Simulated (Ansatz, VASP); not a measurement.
## Bi2Te2O3: VASP beside Ansatz

```
Bi Te O
1.0
     4.62752    0.00000    0.00000
    -2.31376    4.00755    0.00000
     0.00000    0.00000    8.79804
Bi Te O
2 2 3
Direct
  0.33333 0.66667 0.31734
  0.33333 0.66667 0.68266
  0.66667 0.33333 0.82999
  0.66667 0.33333 0.17001
  0.18462 0.81538 0.00000
  0.18462 0.36923 0.00000
  0.63077 0.81538 0.00000
```

Alike in both runs: functional PBE; k mesh 3 × 3 × 1; occupations gaussian, width 0.15 eV; no spin polarisation.

Ansatz relaxed the structure, and its values are those at the end. VASP's run is a single point on that final structure, the one shown.

```csv
,VASP,Ansatz
version,VASP 6.6.1,Ansatz 0.2.0
potentials or method,"VASP PAW PBE potentials, release 64 (Bi_d, Te, O), cutoff 520 eV","scalar-relativistic, plane waves, PAW"
valence electrons in the cell,60,80
```

|  | VASP | Ansatz | Ansatz less VASP |
| --- | --- | --- | --- |
| gap on the k mesh at the Fermi level (eV) | none | none | - |
| pressure (GPa) | 0.2 | 0.4 | +0.16 |
| rms of the force components (eV/Å) | 0.015 | 0.020 | +0.0048 |

A gap of «none» marks a metal or a gap that the smearing closes. The functional is the same, so the differences come from potentials, cutoffs and numerics. VASP's potentials hold 60 valence electrons a cell and Ansatz's 80, so a difference there can come from the potentials and not from the codes.

The k mesh is coarse, so the values compare programs but aren't converged. Spin-orbit coupling is off throughout.
